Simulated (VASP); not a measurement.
# SrO in VASP: further runs, part 2 of 2

VASP 6.6.1. Earlier steps stand in the parts before.

## 4. Single point, PBE (atoms moved at random)

INCAR reads:

```
  PREC = Accurate
  ENCUT = 520
  EDIFF = 1E-6
  ISMEAR = -1
  SIGMA = 0.05
  LREAL = False
  LASPH = True
  NELM = 100
  ALGO = Normal
  ISIF = 2
  LWAVE = False
  LCHARG = False
  GGA = PE
  NBANDS = 24
```

KPOINTS reads:

```
regular mesh
0
Gamma
  7 7 5
```

POSCAR reads:

```
SrO
1.0
    4.2754662656      0.0000000000      0.0000000000
   -2.1377331328      3.7026623990      0.0000000000
    0.0000000000      0.0000000000      5.1555949900
Sr O
2 2
Direct
    0.6689770000      0.3368570000      0.4347920000
    0.3369360000      0.6600840000      0.9372360000
    0.6654740000      0.3318400000      0.9338950000
    0.3233370000      0.6587370000      0.4384570000
```

Potentials or basis: VASP PAW PBE potentials, release 64 (Sr_sv, O).

On the command line:

```
> cat potpaw_PBE.64/Sr_sv/POTCAR potpaw_PBE.64/O/POTCAR > POTCAR
> mpirun -np 1 vasp_std > vasp.out
```

OUTCAR:

```text
PREC = Accurate
   ENCUT = 520
   EDIFF = 1E-6
   ISMEAR = -1
   LREAL = False
   LASPH = True
   NELM = 100
   ISIF = 2
   GGA = PE

 ion  position               nearest neighbor table
   1  0.669  0.337  0.435-   4 2.42   4 2.47   4 2.51   3 2.57   3 2.58   2 3.53   2 3.55   2 3.56
                             2 3.58   2 3.59   2 3.60
   2  0.337  0.660  0.937-   3 2.43   3 2.49   3 2.49   4 2.57   4 2.58   1 3.53   1 3.55   1 3.56
                             1 3.58   1 3.59   1 3.60
   3  0.665  0.332  0.934-   2 2.43   2 2.49   2 2.49   1 2.57   1 2.58
   4  0.323  0.659  0.438-   1 2.42   1 2.47   1 2.51   2 2.57   2 2.58

  LATTYP: Found a hexagonal cell.
 ALAT       =     4.2754662656
 C/A-ratio  =     1.2058556119

  Lattice vectors:

 A1 = (   4.2754662656,   0.0000000000,   0.0000000000)
 A2 = (  -2.1377331328,   3.7026623990,   0.0000000000)
 A3 = (   0.0000000000,   0.0000000000,   5.1555949900)

Analysis of symmetry for initial positions (statically):
=====================================================================
 Subroutine PRICEL returns:
 Original cell was already a primitive cell.

 Routine SETGRP: Setting up the symmetry group for a
 hexagonal supercell.

 Subroutine GETGRP returns: Found  1 space group operations
 (whereof  1 operations were pure point group operations)
 out of a pool of 24 trial point group operations.

The static configuration has the point symmetry C_1 .

Analysis of symmetry for dynamics (positions and initial velocities):
=====================================================================
 Subroutine PRICEL returns:
 Original cell was already a primitive cell.

 Routine SETGRP: Setting up the symmetry group for a
 hexagonal supercell.

 Subroutine GETGRP returns: Found  1 space group operations
 (whereof  1 operations were pure point group operations)
 out of a pool of 24 trial point group operations.

The dynamic configuration has the point symmetry C_1 .

 Subroutine INISYM returns: Found  1 space group operations
 (whereof  1 operations are pure point group operations),
 and found     1 'primitive' translations

----------------------------------------------------------------------------------------

                                     Primitive cell

  volume of cell :      81.6162

  direct lattice vectors                    reciprocal lattice vectors
     4.275466266  0.000000000  0.000000000     0.233892618  0.135037966  0.000000000
    -2.137733133  3.702662399  0.000000000     0.000000000  0.270075932  0.000000000
     0.000000000  0.000000000  5.155594990     0.000000000  0.000000000  0.193964034

  length of vectors
     4.275466266  4.275466266  5.155594990     0.270075932  0.270075932  0.193964034

  position of ions in fractional coordinates (direct lattice)
     0.668977000  0.336857000  0.434792000
     0.336936000  0.660084000  0.937236000
     0.665474000  0.331840000  0.933895000
     0.323337000  0.658737000  0.438457000

  ion indices of the primitive-cell ions
   primitive index   ion index
                 1           1
                 2           2
                 3           3
                 4           4

----------------------------------------------------------------------------------------

 KPOINTS: regular mesh

Automatic generation of k-mesh.
 Grid dimensions read from file:
 generate k-points for:    7    7    5

 Generating k-lattice:

  Cartesian coordinates                     Fractional coordinates (reciprocal lattice)
     0.033413231  0.019291138  0.000000000     0.142857143  0.000000000  0.000000000
     0.000000000  0.038582276  0.000000000     0.000000000  0.142857143  0.000000000
     0.000000000  0.000000000  0.038792807     0.000000000  0.000000000  0.200000000

  Length of vectors
     0.038582276  0.038582276  0.038792807

  Shift w.r.t. Gamma in fractional coordinates (k-lattice)
     0.000000000  0.000000000  0.000000000

 Subroutine IBZKPT returns following result:
 ===========================================

 Found    123 irreducible k-points:

 Following reciprocal coordinates:
            Coordinates               Weight
  0.000000  0.000000  0.000000      1.000000
  0.142857  0.000000  0.000000      2.000000
  0.000000  0.142857  0.000000      2.000000
 -0.142857  0.142857  0.000000      2.000000
  0.285714  0.000000  0.000000      2.000000
  0.000000  0.285714  0.000000      2.000000
[... 16 lines left out ...]
  0.285714  0.285714  0.000000      2.000000
 -0.285714 -0.428571  0.000000      2.000000
 [... further k-points ...]
   k-points           NKPTS =    123   k-points in BZ     NKDIM =    123   number of bands    NBANDS=     24
   number of dos      NEDOS =    301   number of ions     NIONS =      4
   total plane-waves  NPLWV =  40960
   dimension x,y,z NGX =    32 NGY =   32 NGZ =   40
   dimension x,y,z NGXF=    64 NGYF=   64 NGZF=   80
   ions per type =               2   2
   NGX,Y,Z   is equivalent  to a cutoff of  12.44, 12.44, 12.90 a.u.
   NGXF,Y,Z  is equivalent  to a cutoff of  24.89, 24.89, 25.80 a.u.
 SYSTEM =  unknown system
   PREC   = accura    normal or accurate (medium, high low for compatibility)
   ISTART =      0    job   : 0-new  1-cont  2-samecut
   ICHARG =      2    charge: 1-file 2-atom 10-const
   ISPIN  =      1    spin polarized calculation?
   LNONCOLLINEAR =      F non collinear calculations
   LSORBIT =      F    spin-orbit coupling
   LASPH  =      T    aspherical Exc in radial PAW
   ENCUT  =  520.0 eV  38.22 Ry    6.18 a.u.   7.95  7.95  9.59*2*pi/ulx,y,z
   NELM   =    100;   NELMIN=  2; NELMDL= -5     # of ELM steps
   EDIFF  = 0.1E-05   stopping-criterion for ELM
   LREAL  =      F    real-space projection
   EDIFFG = 0.1E-04   stopping-criterion for IOM
   NSW    =      0    number of steps for IOM
   IBRION =     -1    ionic relax: 0-MD 1-quasi-New 2-CG
   NFREE  =      0    steps in history (QN), initial steepest desc. (CG)
   ISIF   =      2    stress and relaxation
   ISYM   =      2    0-nonsym 1-usesym 2-fastsym
   POTIM  = 0.5000    time-step for ionic-motion
   TEBEG  =    0.0;   TEEND  =   0.0 temperature during run
   PSTRESS=    0.0 pullay stress
   NELECT =      32.0000    total number of electrons
   NUPDOWN=      -1.0000    fix difference up-down
   EMIN   =  10.00;   EMAX   =-10.00  energy-range for DOS
   EFERMI =   0.00;   METHOD = LEGACY
   ISMEAR =    -1;   SIGMA  =   0.05  broadening in eV -4-tet -1-fermi 0-gaus
   EFERMI_NEDOS =   21; number of points for ismear=-14 and -15
   IALGO  =     38    algorithm
   IMIX   =      4    mixing-type and parameters
     AMIX     =   0.40;   BMIX     =  1.00
     AMIX_MAG =   1.60;   BMIX_MAG =  1.00
  volume/ion in A,a.u.               =      20.40       137.69
  Fermi-wavevector in a.u.,A,eV,Ry     =   1.198209  2.264287 19.533960  1.435706
  Thomas-Fermi vector in A             =   2.334104
   LORBIT       =      0    0 simple, 1 ext, 2 COOP (PROOUT), +10 PAW based schemes
   GGA     = PE    functional components
   LHFCALC =     F    Hartree Fock is set to
   AEXX    =    0.0000 exact exchange contribution
   IVDW    =     0    specifies the selected vdW correction
   LEPSILON=     F    determine dielectric tensor
   LRPA    =     F    only Hartree local field effects (RPA)
 non-spin polarized calculation
  energy-cutoff  :      520.00
  volume of cell :       81.62
 maximum number of plane-waves:      2215
   NGX = 15   NGY = 15   NGZ = 19

 number of electron      32.0000001 magnetization

 Free energy of the ion-electron system (eV)
  ---------------------------------------------------
  ext. energy  EPLUGINS =         0.00000000
  ---------------------------------------------------
  free energy    TOTEN  =       -23.88651250 eV

  energy without entropy =      -23.88651250  energy(sigma->0) =      -23.88651250

 E-fermi :   1.8704     XC(G=0):  -8.9391

 val. band max:        0.7595209736   @ k =   0.0000   0.0000   0.0000
 cond. band min:       3.3887703753   @ k =   0.0000   0.0000   0.0000
 fundamental gap:      2.6292494018
 Fermi energy:         1.8703793060

 k-point     1 :       0.0000    0.0000    0.0000
  band No.  band energies     occupation
      1     -31.6573      2.00000
      2     -31.4921      2.00000
      3     -14.2895      2.00000
      4     -14.2798      2.00000
      5     -14.1821      2.00000
      6     -13.8009      2.00000
[... 637 lines left out ...]
     23       9.1478      0.00000
     24       9.8747      0.00000

 [... further k-points ...]

------------------------ aborting loop because EDIFF is reached ----------------------------------------

  FORCE on cell =-STRESS in cart. coord.  units (eV):
  Direction    XX          YY          ZZ          XY          YZ          ZX
  --------------------------------------------------------------------------------------
  -------------------------------------------------------------------------------------
  Total        1.0100776      0.3612147      0.7976208     -0.0638344      0.0025359     -0.0017854
  in kB       19.8284584      7.0908711     15.6577961     -1.2531098      0.0497817     -0.0350477
  external PRESSURE =      14.1923752 kB  Pullay stress =       0.0000000 kB

 VOLUME and BASIS-vectors are now :
 -----------------------------------------------------------------------------
  energy-cutoff  :      520.00
  volume of cell :       81.62
      direct lattice vectors                 reciprocal lattice vectors
     4.275466266  0.000000000  0.000000000     0.233892618  0.135037966  0.000000000
    -2.137733133  3.702662399  0.000000000     0.000000000  0.270075932  0.000000000
     0.000000000  0.000000000  5.155594990     0.000000000  0.000000000  0.193964034

 POSITION                                       TOTAL-FORCE (eV/Angst)
 -----------------------------------------------------------------------------------
      2.14008      1.24727      2.24161        -0.095366     -0.234097      0.079638
      0.02948      2.44407      4.83201        -0.217896      0.127355     -0.076321
      2.13583      1.22869      4.81478         0.135988     -0.073112      0.061696
     -0.02579      2.43908      2.26051         0.177274      0.179854     -0.065013
 -----------------------------------------------------------------------------------
    total drift:                               -0.000158     -0.000085      0.000229

  FREE ENERGIE OF THE ION-ELECTRON SYSTEM (eV)
  ---------------------------------------------------
  free  energy   TOTEN  =       -23.8865124969 eV

  energy  without entropy=      -23.8865124969  energy(sigma->0) =      -23.88651250
```

stdout:

```text
POSCAR found type information on POSCAR SrO
 POSCAR found :  2 types and       4 ions
 scaLAPACK will be used
 LDA part: xc-table for (Slater+PW92), standard interpolation
 POSCAR, INCAR and KPOINTS ok, starting setup
 FFT: planning ... GRIDC
 FFT: planning ... GRID_SOFT
 FFT: planning ... GRID
 WAVECAR not read
 entering main loop
```

Run time: 3.8 min. Hardware: 1 thread of Intel Xeon 8259CL, shared host; peak memory 0.34 GiB.

Results:

| Item | Value |
| --- | --- |
| Free energy | -23.8865 eV |
| Pressure | 1.4 GPa |
| Largest force | 0.265 eV/Å |
| Band gap on the k mesh | 2.63 eV, direct |

Forces on the atoms (eV/Å):
```
Sr  -0.095 -0.234  0.080
Sr  -0.218  0.127 -0.076
O    0.136 -0.073  0.062
O    0.177  0.180 -0.065
```

Caveat: the cell differs from its parent crystal (atoms moved at random). A k mesh can miss the band edges.

## 5. Overview

```csv
cell,gap on the mesh (eV),pressure (GPa),largest force (eV/Å)
"a = 4.332, b = 4.332, c = 5.223 Å, angles 90.0, 90.0, 120.0°, 4 atoms",2.51,-1.3,0.01
"a = 4.359, b = 4.359, c = 5.257 Å, angles 90.0, 90.0, 120.0°, 4 atoms",2.45,-2.5,0.01
"a = 4.275, b = 4.275, c = 5.156 Å, angles 90.0, 90.0, 120.0°, 4 atoms",2.63,1.4,0.27
```

Alike in all rows: task single point; level PBE; potentials or basis VASP PAW PBE potentials, release 64 (Sr_sv, O); no spin polarisation; k mesh 7 × 7 × 5; cutoff (eV) 520; smearing fermi-dirac 0.05 eV.

Absolute energies hang on the potentials; compare differences alone.
